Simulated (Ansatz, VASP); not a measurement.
## One calculation of WSe2, two programs

```xyz
6
Lattice="3.3009 0.0000 0.0000 -1.6505 2.8587 0.0000 0.0000 0.0000 13.0131" Properties=species:S:1:pos:R:3 pbc="T T T"
W     0.0000    1.9058    3.2533
W     1.6505    0.9529    9.7598
Se    0.0000    1.9058    8.0811
Se    1.6505    0.9529    1.5746
Se    0.0000    1.9058   11.4385
Se    1.6505    0.9529    4.9320
```

Change from the starting cell: volume scaled by 1.01.

Alike in both runs: task single point; functional PBEsol; k mesh 11 × 11 × 3; occupations fermi-dirac, width 0.08 eV; no spin polarisation.

|  | VASP | Ansatz |
| --- | --- | --- |
| version | VASP 6.6.1 | Ansatz 0.2.0 |
| potentials or method | VASP PAW PBE potentials, release 64 (W_sv, Se), cutoff 520 eV | all-electron LAPW, scalar-relativistic |

Ansatz gave:

| Property | Result |
| --- | --- |
| pressure (GPa) | -2.5 |
| traceless stress, the component that is largest in VASP (GPa) | 0.55 |
| rms of the force components (eV/Å) | 0.135 |

Q: What did VASP give for the same quantities?

A: Pressure (GPa): -2.2; traceless stress, the component that is largest in VASP (GPa): 0.64; rms of the force components (eV/Å): 0.110.

VASP's potentials were made for PBE, not for PBEsol. Atom by atom the forces differ by 0.025 eV/Å (rms over components). Ansatz ran all-electron here, and VASP with PAW potentials.

Spin-orbit coupling is off throughout.
